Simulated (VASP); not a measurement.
Wanted: the native input for a VASP 6.6.1 run.

```
Task                   : single point
Functional             : revPBE
Potentials or basis    : VASP PAW PBE potentials, release 64 (Al)
Cutoff                 : 520 eV
k mesh                 : 10 × 10 × 10
Occupations            : fermi-dirac, width 0.1 eV
Spin                   : no spin polarisation
Dipole correction      : no
Further INCAR settings : ALGO = Normal; EDIFF = 1e-06; NBANDS = 10
```

The structure of Al lies in POSCAR:

```
Al
1.0
    0.0000000000      3.0014071536      3.0014071536
    3.0014071536      0.0000000000      3.0014071536
    3.0014071536      3.0014071536      0.0000000000
Al
2
Direct
    0.1250000000      0.1250000000      0.1250000000
    0.8750000000      0.8750000000      0.8750000000
```

This cell differs from its parent crystal: volume scaled by 0.96.

These files were run (other wordings do the same):

INCAR

```
SYSTEM = Al
PREC = Accurate
ENCUT = 520
EDIFF = 1E-6
ISMEAR = -1
SIGMA = 0.1
LREAL = .FALSE.
LASPH = .TRUE.
NELM = 80
ALGO = Normal
ISIF = 2
LWAVE = .FALSE.
LCHARG = .FALSE.
GGA = RE
NBANDS = 10
```

KPOINTS

```
Automatic mesh
0
G
  10 10 10
  0 0 0
```

Potentials or basis: VASP PAW PBE potentials, release 64 (Al).

Launch:

```console
$ cat potpaw_PBE.64/Al/POTCAR > POTCAR
$ mpirun -np 1 vasp_std > vasp.out
```

Results of the run:

- Pressure: 1.5 GPa
- Band gap on the k mesh: zero (band 3 reaches 5.12 eV, above the bottom of band 4 at 1.64 eV)

Caveat: the PAW data sets were made with another functional, which shifts forces and pressure a little.

It took 19 s on 1 thread of Intel Xeon 8259CL (shared host), peak memory 0.17 GiB.
